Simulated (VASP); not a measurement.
# InSb (Pmmm) in VASP: a series of runs

InSb is run at these levels: PBEsol; tasks: single point.

Program: VASP 6.6.1. These are calculated values, not measurements. Logs are shortened: lines on timing, memory, paths and dates and some standing lists are left out, and cuts for length are marked.

## Step 1: The cell of the first run

The structure is orthorhombic, space group Pmmm (No. 47). The conventional cell has a = 2.915 Å, b = 3.036 Å, c = 6.096 Å, α = 90.00°, β = 90.00°, γ = 90.00°. In (site symmetry mmm) has 4 In at 2.91 to 3.04 Å and 2 Sb at 3.05 Å within 3.8 Å. Within 3.8 Å of Sb (site symmetry mmm) lie 4 Sb at 2.91 to 3.04 Å and 2 In at 3.05 Å.

## Step 2: Single point, PBEsol (normal strain along x -0.0400, normal strain along z +0.0000)

The input, INCAR:

```
PREC     = Accurate       # precision mode
ENCUT    = 500            # plane-wave cutoff, eV
EDIFF    = 1E-6           # SCF threshold, eV
ISMEAR   = 0              # smearing method
SIGMA    = 0.15           # smearing width, eV
LREAL    = F              # projectors in reciprocal space
LASPH    = T              # aspherical terms in the spheres
NELM     = 120            # most SCF steps
ALGO     = Normal         # electronic algorithm
ISIF     = 2              # what is computed and relaxed
LWAVE    = F              # write WAVECAR
LCHARG   = F              # write CHGCAR
GGA      = PS             # functional
NBANDS   = 16             # bands
GGA_COMPAT= F
```

The input, KPOINTS:

```
regular mesh
0
Gamma
  14 14 8
```

The input, POSCAR:

```
InSb
1.0
    2.9147411475      0.0000000000      0.0000000000
    0.0000000000      3.0361886953      0.0000000000
    0.0000000000      0.0000000000      6.0963559048
In Sb
1 1
Direct
    0.0000000000      0.0000000000      0.0000000000
    0.0000000000      0.0000000000      0.5000000000
```

Potentials or basis: VASP PAW PBE potentials, release 64 (In_d, Sb).

Started as:

```bash
$ cat potpaw_PBE.64/In_d/POTCAR potpaw_PBE.64/Sb/POTCAR > POTCAR
$ mpirun -np 1 vasp_std > vasp.out
```

OUTCAR:

```text
PREC = Accurate
   ENCUT = 500
   EDIFF = 1E-6
   ISMEAR = 0
   LREAL = F
   LASPH = T
   NELM = 120
   ISIF = 2
   GGA = PS

 ion  position               nearest neighbor table
   1  0.000  0.000  0.000-   2 3.05   2 3.05
   2  0.000  0.000  0.500-   1 3.05   1 3.05

  LATTYP: Found a simple orthorhombic cell.
 ALAT       =     2.9147411475
 B/A-ratio  =     1.0416666667
 C/A-ratio  =     2.0915599692

  Lattice vectors:

 A1 = (   2.9147411475,   0.0000000000,   0.0000000000)
 A2 = (   0.0000000000,   3.0361886953,   0.0000000000)
 A3 = (   0.0000000000,   0.0000000000,   6.0963559048)

Analysis of symmetry for initial positions (statically):
=====================================================================
 Subroutine PRICEL returns:
 Original cell was already a primitive cell.

 Routine SETGRP: Setting up the symmetry group for a
 simple orthorhombic supercell.

 Subroutine GETGRP returns: Found  8 space group operations
 (whereof  8 operations were pure point group operations)
 out of a pool of  8 trial point group operations.

The static configuration has the point symmetry D_2h.

Analysis of symmetry for dynamics (positions and initial velocities):
=====================================================================
 Subroutine PRICEL returns:
 Original cell was already a primitive cell.

 Routine SETGRP: Setting up the symmetry group for a
 simple orthorhombic supercell.

 Subroutine GETGRP returns: Found  8 space group operations
 (whereof  8 operations were pure point group operations)
 out of a pool of  8 trial point group operations.

The dynamic configuration has the point symmetry D_2h.

 Subroutine INISYM returns: Found  8 space group operations
 (whereof  8 operations are pure point group operations),
 and found     1 'primitive' translations

----------------------------------------------------------------------------------------

                                     Primitive cell

  volume of cell :      53.9509

  direct lattice vectors                    reciprocal lattice vectors
     2.914741148  0.000000000  0.000000000     0.343083639  0.000000000  0.000000000
     0.000000000  3.036188695  0.000000000     0.000000000  0.329360294  0.000000000
     0.000000000  0.000000000  6.096355905     0.000000000  0.000000000  0.164032418

  length of vectors
     2.914741148  3.036188695  6.096355905     0.343083639  0.329360294  0.164032418

  position of ions in fractional coordinates (direct lattice)
     0.000000000  0.000000000  0.000000000
     0.000000000  0.000000000  0.500000000

  ion indices of the primitive-cell ions
   primitive index   ion index
                 1           1
                 2           2

----------------------------------------------------------------------------------------

 KPOINTS: regular mesh

Automatic generation of k-mesh.
 Grid dimensions read from file:
 generate k-points for:   14   14    8

 Generating k-lattice:

  Cartesian coordinates                     Fractional coordinates (reciprocal lattice)
     0.024505974  0.000000000  0.000000000     0.071428571  0.000000000  0.000000000
     0.000000000  0.023525735  0.000000000     0.000000000  0.071428571  0.000000000
     0.000000000  0.000000000  0.020504052     0.000000000  0.000000000  0.125000000

  Length of vectors
     0.024505974  0.023525735  0.020504052

  Shift w.r.t. Gamma in fractional coordinates (k-lattice)
     0.000000000  0.000000000  0.000000000

 Subroutine IBZKPT returns following result:
 ===========================================

 Found    320 irreducible k-points:

 Following reciprocal coordinates:
            Coordinates               Weight
  0.000000  0.000000  0.000000      1.000000
  0.071429  0.000000  0.000000      2.000000
  0.142857  0.000000  0.000000      2.000000
  0.214286  0.000000  0.000000      2.000000
  0.285714  0.000000  0.000000      2.000000
  0.357143  0.000000  0.000000      2.000000
[... 16 lines left out ...]
  0.428571  0.142857  0.000000      4.000000
  0.500000  0.142857  0.000000      2.000000
 [... further k-points ...]
   k-points           NKPTS =    320   k-points in BZ     NKDIM =    320   number of bands    NBANDS=     16
   number of dos      NEDOS =    301   number of ions     NIONS =      2
   total plane-waves  NPLWV =  27648
   dimension x,y,z NGX =    24 NGY =   24 NGZ =   48
   dimension x,y,z NGXF=    48 NGYF=   48 NGZF=   96
   ions per type =               1   1
   NGX,Y,Z   is equivalent  to a cutoff of  13.69, 13.14, 13.09 a.u.
   NGXF,Y,Z  is equivalent  to a cutoff of  27.38, 26.28, 26.18 a.u.
 SYSTEM =  unknown system
   PREC   = accura    normal or accurate (medium, high low for compatibility)
   ISTART =      0    job   : 0-new  1-cont  2-samecut
   ICHARG =      2    charge: 1-file 2-atom 10-const
   ISPIN  =      1    spin polarized calculation?
   LNONCOLLINEAR =      F non collinear calculations
   LSORBIT =      F    spin-orbit coupling
   LASPH  =      T    aspherical Exc in radial PAW
   ENCUT  =  500.0 eV  36.75 Ry    6.06 a.u.   5.31  5.54 11.12*2*pi/ulx,y,z
   NELM   =    120;   NELMIN=  2; NELMDL= -5     # of ELM steps
   EDIFF  = 0.1E-05   stopping-criterion for ELM
   LREAL  =      F    real-space projection
   EDIFFG = 0.1E-04   stopping-criterion for IOM
   NSW    =      0    number of steps for IOM
   IBRION =     -1    ionic relax: 0-MD 1-quasi-New 2-CG
   NFREE  =      0    steps in history (QN), initial steepest desc. (CG)
   ISIF   =      2    stress and relaxation
   ISYM   =      2    0-nonsym 1-usesym 2-fastsym
   POTIM  = 0.5000    time-step for ionic-motion
   TEBEG  =    0.0;   TEEND  =   0.0 temperature during run
   PSTRESS=    0.0 pullay stress
   NELECT =      18.0000    total number of electrons
   NUPDOWN=      -1.0000    fix difference up-down
   EMIN   =  10.00;   EMAX   =-10.00  energy-range for DOS
   EFERMI =   0.00;   METHOD = LEGACY
   ISMEAR =     0;   SIGMA  =   0.15  broadening in eV -4-tet -1-fermi 0-gaus
   EFERMI_NEDOS =   21; number of points for ismear=-14 and -15
   IALGO  =     38    algorithm
   IMIX   =      4    mixing-type and parameters
     AMIX     =   0.40;   BMIX     =  1.00
     AMIX_MAG =   1.60;   BMIX_MAG =  1.00
  volume/ion in A,a.u.               =      26.98       182.04
  Fermi-wavevector in a.u.,A,eV,Ry     =   1.135445  2.145679 17.541102  1.289235
  Thomas-Fermi vector in A             =   2.272149
   LORBIT       =      0    0 simple, 1 ext, 2 COOP (PROOUT), +10 PAW based schemes
   GGA     = PS    functional components
   LHFCALC =     F    Hartree Fock is set to
   AEXX    =    0.0000 exact exchange contribution
   IVDW    =     0    specifies the selected vdW correction
   LEPSILON=     F    determine dielectric tensor
   LRPA    =     F    only Hartree local field effects (RPA)
 non-spin polarized calculation
 Gauss-broadening in eV      SIGMA  =   0.15
  energy-cutoff  :      500.00
  volume of cell :       53.95
 maximum number of plane-waves:      1399
 NGX is ok and might be reduce to    24
   NGX = 11   NGY = 11   NGZ = 23

 number of electron      17.9999996 magnetization

 Free energy of the ion-electron system (eV)
  ---------------------------------------------------
  ext. energy  EPLUGINS =         0.00000000
  ---------------------------------------------------
  free energy    TOTEN  =        -7.39754299 eV

  energy without entropy =       -7.38636982  energy(sigma->0) =       -7.39195641

 E-fermi :   7.5388     XC(G=0): -10.1836

 val. band max:        7.5372103420   @ k =   0.2143   0.2143   0.1250
 cond. band min:       7.5402624129   @ k =   0.5000   0.3571   0.0000
 fundamental gap:      0.0030520709
 Fermi energy:         7.5388185093

 k-point     1 :       0.0000    0.0000    0.0000
  band No.  band energies     occupation
      1      -7.5346      2.00000
      2      -7.2573      2.00000
      3      -6.8087      2.00000
      4      -6.7534      2.00000
      5      -6.6553      2.00000
      6      -4.6805      2.00000
[... 8 lines left out ...]
     15      17.7472      0.00000
     16      17.8154      0.00000

 k-point     2 :       0.0714    0.0000    0.0000
  band No.  band energies     occupation
      1      -7.5026      2.00000
      2      -7.2464      2.00000
      3      -6.8070      2.00000
      4      -6.7728      2.00000
      5      -6.6700      2.00000
      6      -4.5899      2.00000
[... 8 lines left out ...]
     15      16.6846      0.00000
     16      18.5982      0.00000

 k-point     3 :       0.1429    0.0000    0.0000
  band No.  band energies     occupation
      1      -7.4221      2.00000
      2      -7.2069      2.00000
      3      -6.8267      2.00000
      4      -6.8023      2.00000
      5      -6.7111      2.00000
      6      -4.3184      2.00000
[... 8 lines left out ...]
     15      16.7775      0.00000
     16      16.8512      0.00000

 k-point     4 :       0.2143    0.0000    0.0000
  band No.  band energies     occupation
      1      -7.3405      2.00000
      2      -7.1157      2.00000
      3      -6.9030      2.00000
      4      -6.7954      2.00000
      5      -6.7698      2.00000
      6      -3.8674      2.00000
[... 8 lines left out ...]
     15      17.1120      0.00000
     16      17.4278      0.00000
[... 324 lines left out ...]
 k-point    22 :       0.3571    0.1429    0.0000
  band No.  band energies     occupation
      1      -7.1518      2.00000
      2      -7.0501      2.00000
      3      -6.9509      2.00000
      4      -6.8295      2.00000
      5      -6.8138      2.00000
      6      -2.1642      2.00000
[... 8 lines left out ...]
     15      17.1032      0.00000
     16      17.9506      0.00000

 k-point    23 :       0.4286    0.1429    0.0000
  band No.  band energies     occupation
      1      -7.1376      2.00000
      2      -7.0987      2.00000
      3      -6.9934      2.00000
      4      -6.8240      2.00000
      5      -6.7080      2.00000
      6      -1.3662      2.00000
[... 8 lines left out ...]
     15      16.8994      0.00000
     16      18.6458      0.00000

 k-point    24 :       0.5000    0.1429    0.0000
  band No.  band energies     occupation
      1      -7.1328      2.00000
      2      -7.1158      2.00000
      3      -7.0087      2.00000
      4      -6.8221      2.00000
      5      -6.6699      2.00000
      6      -0.9365      2.00000
[... 8 lines left out ...]
     15      17.4217      0.00000
     16      19.0436      0.00000

 [... further k-points ...]
[... 5 lines left out ...]
  --------------------------------------------------------------------------------------
  -------------------------------------------------------------------------------------
  Total        1.6453407      0.6780968      0.2796533     -0.0000000      0.0000000      0.0000000
  in kB       48.8615620     20.1373913      8.3048445     -0.0000000      0.0000000      0.0000000
  external PRESSURE =      25.7679326 kB  Pullay stress =       0.0000000 kB

 VOLUME and BASIS-vectors are now :
 -----------------------------------------------------------------------------
  energy-cutoff  :      500.00
  volume of cell :       53.95
      direct lattice vectors                 reciprocal lattice vectors
     2.914741148  0.000000000  0.000000000     0.343083639  0.000000000  0.000000000
     0.000000000  3.036188695  0.000000000     0.000000000  0.329360294  0.000000000
     0.000000000  0.000000000  6.096355905     0.000000000  0.000000000  0.164032418

 POSITION                                       TOTAL-FORCE (eV/Angst)
 -----------------------------------------------------------------------------------
      0.00000      0.00000      0.00000         0.000000      0.000000      0.000000
      0.00000      0.00000      3.04818         0.000000      0.000000      0.000000
 -----------------------------------------------------------------------------------
    total drift:                                0.000000     -0.000000     -0.000000

  FREE ENERGIE OF THE ION-ELECTRON SYSTEM (eV)
  ---------------------------------------------------
  free  energy   TOTEN  =        -7.3975429927 eV

  energy  without entropy=       -7.3863698227  energy(sigma->0) =       -7.39195641
```

It took 4.3 min on 1 thread of Intel Xeon 8259CL, shared host; peak memory 0.39 GiB.

Results:

```yaml
Free_energy: -7.3975 eV
Pressure: 2.6 GPa
Band_gap_on_the_k_mesh: zero (bands 9 and 10 overlap by 6.09 eV)
```

Stress tensor (GPa, compression positive):
```
4.89 0.00 0.00
0.00 2.01 0.00
0.00 0.00 0.83
```

Caveat: the cell differs from its parent crystal (normal strain along x -0.0400, normal strain along z +0.0000); the PAW data sets were made with another functional, which shifts forces and pressure a little; spin-orbit coupling is left out, which moves the levels of the heavy elements.

## Step 3: Single point, PBEsol (normal strain along x -0.0200, normal strain along z -0.0200)

The input, INCAR:

```
  ALGO = Normal
  EDIFF = 1E-6
  ENCUT = 500
  GGA = PS
  GGA_COMPAT = F
  ISIF = 2
  ISMEAR = 0
  LASPH = T
  LCHARG = F
  LREAL = F
  LWAVE = F
  NBANDS = 16
  NELM = 120
  PREC = Accurate
  SIGMA = 0.15
```

The input, KPOINTS:

```
k-points
0
Gamma
  14 14 8
```

The input, POSCAR:

```
InSb
1.0
    2.9754649214      0.0000000000      0.0000000000
    0.0000000000      3.0361886953      0.0000000000
    0.0000000000      0.0000000000      5.9744287867
In Sb
1 1
Direct
    0.0000000000      0.0000000000      0.0000000000
    0.0000000000      0.0000000000      0.5000000000
```

Potentials or basis: VASP PAW PBE potentials, release 64 (In_d, Sb).

Started as:

```bash
$ cat potpaw_PBE.64/In_d/POTCAR potpaw_PBE.64/Sb/POTCAR > POTCAR
$ mpirun -np 1 vasp_std > vasp.out
```

OUTCAR:

```text
EDIFF = 1E-6
   ENCUT = 500
   GGA = PS
   ISIF = 2
   ISMEAR = 0
   LASPH = T
   LREAL = F
   NELM = 120
   PREC = Accurate

 ion  position               nearest neighbor table
   1  0.000  0.000  0.000-   2 2.99   2 2.99
   2  0.000  0.000  0.500-   1 2.99   1 2.99

  LATTYP: Found a simple orthorhombic cell.
 ALAT       =     2.9754649214
 B/A-ratio  =     1.0204081633
 C/A-ratio  =     2.0078975705

  Lattice vectors:

[... 192 lines left out ...]
      5      -6.6919      2.00000
      6      -4.5889      2.00000
[... 433 lines left out ...]
      3      -6.9965      2.00000
      4      -6.8418      2.00000
      5      -6.7409      2.00000
      6      -1.1507      2.00000
[... 8 lines left out ...]
     15      17.3334      0.00000
     16      18.8759      0.00000

 [... further k-points ...]
[... 5 lines left out ...]
  --------------------------------------------------------------------------------------
  -------------------------------------------------------------------------------------
  Total        0.8798101      0.4665288      0.9988293      0.0000000      0.0000000      0.0000000
  in kB       26.1167735     13.8487022     29.6498082      0.0000000      0.0000000      0.0000000
  external PRESSURE =      23.2050946 kB  Pullay stress =       0.0000000 kB

 VOLUME and BASIS-vectors are now :
 -----------------------------------------------------------------------------
  energy-cutoff  :      500.00
  volume of cell :       53.97
      direct lattice vectors                 reciprocal lattice vectors
     2.975464921  0.000000000  0.000000000     0.336081932  0.000000000  0.000000000
     0.000000000  3.036188695  0.000000000     0.000000000  0.329360294  0.000000000
     0.000000000  0.000000000  5.974428787     0.000000000  0.000000000  0.167380018

 POSITION                                       TOTAL-FORCE (eV/Angst)
 -----------------------------------------------------------------------------------
      0.00000      0.00000      0.00000         0.000000      0.000000      0.000000
      0.00000      0.00000      2.98721         0.000000      0.000000      0.000000
 -----------------------------------------------------------------------------------
    total drift:                                0.000000     -0.000000     -0.000000

  FREE ENERGIE OF THE ION-ELECTRON SYSTEM (eV)
  ---------------------------------------------------
  free  energy   TOTEN  =        -7.4099231650 eV

  energy  without entropy=       -7.3969075464  energy(sigma->0) =       -7.40341536
```

OSZICAR:

```text
N       E                     dE             d eps       ncg     rms          rms(c)
DAV:   1     0.108694670159E+03    0.10869E+03   -0.78750E+03 10256   0.116E+03
DAV:   2    -0.100023054564E+01   -0.10969E+03   -0.10620E+03 11768   0.289E+02
DAV:   3    -0.728564140984E+01   -0.62854E+01   -0.62354E+01 13080   0.689E+01
DAV:   4    -0.744752195047E+01   -0.16188E+00   -0.16183E+00 13288   0.119E+01
DAV:   5    -0.745495280783E+01   -0.74309E-02   -0.74308E-02 14864   0.212E+00    0.348E+00
DAV:   6    -0.741796898920E+01    0.36984E-01   -0.64161E-02 13440   0.451E+00    0.185E+00
DAV:   7    -0.741033750679E+01    0.76315E-02   -0.22948E-02 13440   0.224E+00    0.371E-01
DAV:   8    -0.740993500770E+01    0.40250E-03   -0.14283E-03 13472   0.465E-01    0.110E-01
DAV:   9    -0.740992006551E+01    0.14942E-04   -0.16834E-04 14088   0.187E-01    0.312E-02
DAV:  10    -0.740992378906E+01   -0.37236E-05   -0.74552E-06 13208   0.225E-02    0.706E-03
DAV:  11    -0.740992316503E+01    0.62403E-06   -0.10100E-06  8200   0.155E-02
   1 F= -.74099232E+01 E0= -.74034154E+01  d E =-.130156E-01
```

It took 4.2 min on 1 thread of Intel Xeon 8259CL, shared host; peak memory 0.39 GiB.

What came out:

| Property | Result |
| --- | --- |
| Free energy | -7.4099 eV |
| Pressure | 2.3 GPa |
| Band gap on the k mesh | zero (bands 9 and 10 overlap by 5.96 eV) |

Stress tensor (GPa, compression positive):
```
2.61 0.00 0.00
0.00 1.38 0.00
0.00 0.00 2.96
```

Caveat: the cell differs from its parent crystal (normal strain along x -0.0200, normal strain along z -0.0200); the PAW data sets were made with another functional, which shifts forces and pressure a little; spin-orbit coupling is left out, which moves the levels of the heavy elements.

[end of part 1 of 2]
